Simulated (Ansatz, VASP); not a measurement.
Two plane-wave programs on Ta2N

```
Ta N
1.0
     5.21186    0.00000    0.00000
    -2.60593    4.51361    0.00000
     0.00000    0.00000    5.15193
Ta N
6 3
Direct
  0.71412 0.71412 0.75285
  0.00000 0.28588 0.75285
  0.28588 0.00000 0.75285
  0.28588 0.28588 0.24715
  0.00000 0.71412 0.24715
  0.71412 0.00000 0.24715
  0.66667 0.33333 0.50000
  0.33333 0.66667 0.50000
  0.00000 0.00000 0.00000
```

Alike in both runs: task single point; functional PBE; k mesh 9 × 9 × 8; occupations gaussian, width 0.15 eV; no spin polarisation.

|  | VASP | Ansatz |
| --- | --- | --- |
| version | VASP 6.6.1 | Ansatz 0.2.0 |
| potentials or method | VASP PAW PBE potentials, release 64 (Ta_pv, N), cutoff 520 eV | scalar-relativistic, plane waves, PAW |
| valence electrons in the cell | 81 | 93 |

Ansatz gave:

```
gap on the k mesh at the Fermi level (eV)                     : none
pressure (GPa)                                                : 23.5
traceless stress, the component that is largest in VASP (GPa) : -14.67
rms of the force components (eV/Å)                            : 4.390
```

Q: What did VASP give for the same quantities?

A: gap on the k mesh at the Fermi level (eV): none; pressure (GPa): 24.3; traceless stress, the component that is largest in VASP (GPa): -14.65; rms of the force components (eV/Å): 4.414.

Atom by atom the forces differ by 0.024 eV/Å (rms over components). A gap of «none» marks a metal or a gap that the smearing closes. VASP's potentials hold 81 valence electrons a cell and Ansatz's 93, so a difference there can come from the potentials and not from the codes.

Spin-orbit coupling is off throughout.
